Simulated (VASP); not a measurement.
ZnSn4, 5 atoms in the cell. It takes space group Im-3m (No. 229, cubic). Conventional cell: a = 6.285 Å, b = 6.285 Å, c = 6.285 Å, α = 90.00°, β = 90.00°, γ = 90.00°. Zn (site symmetry m-3m) has 8 Sn at 2.72 Å within 3.6 Å. Sn (site symmetry -3m) has 2 Zn at 2.72 Å and 6 Sn at 3.14 Å within 3.6 Å. The cell was generated, and may not be a known phase.

| Property | Result |
| --- | --- |
| Program | VASP 6.6.1 |
| Task | single point |
| Functional | PBE |
| Potentials or basis | VASP PAW PBE potentials, release 64 (Zn, Sn_d) |
| Cutoff | 520 eV |
| k mesh | 4 × 4 × 4 |
| Occupations | gaussian, width 0.1 eV |
| Spin | no spin polarisation |
| Dipole correction | no |
| Further INCAR settings | ALGO = Fast; EDIFF = 1e-06; NBANDS = 42 |

Potentials or basis: VASP PAW PBE potentials, release 64 (Zn, Sn_d).

Launch:

```bash
$ cat potpaw_PBE.64/Zn/POTCAR potpaw_PBE.64/Sn_d/POTCAR > POTCAR
$ mpirun -np 1 vasp_std > vasp.out
```

Hardware: 1 thread of Intel(R) Xeon(R) Platinum 8375C CPU @ 2.90GHz (Ice Lake) (shared host).

**Question.** Estimate the wall time of this run.

**Answer.** Wall time 57 s on 1 thread of Intel(R) Xeon(R) Platinum 8375C CPU @ 2.90GHz (Ice Lake) (shared host), peak memory 0.24 GiB. Counts: scf iterations 14, k points 8.
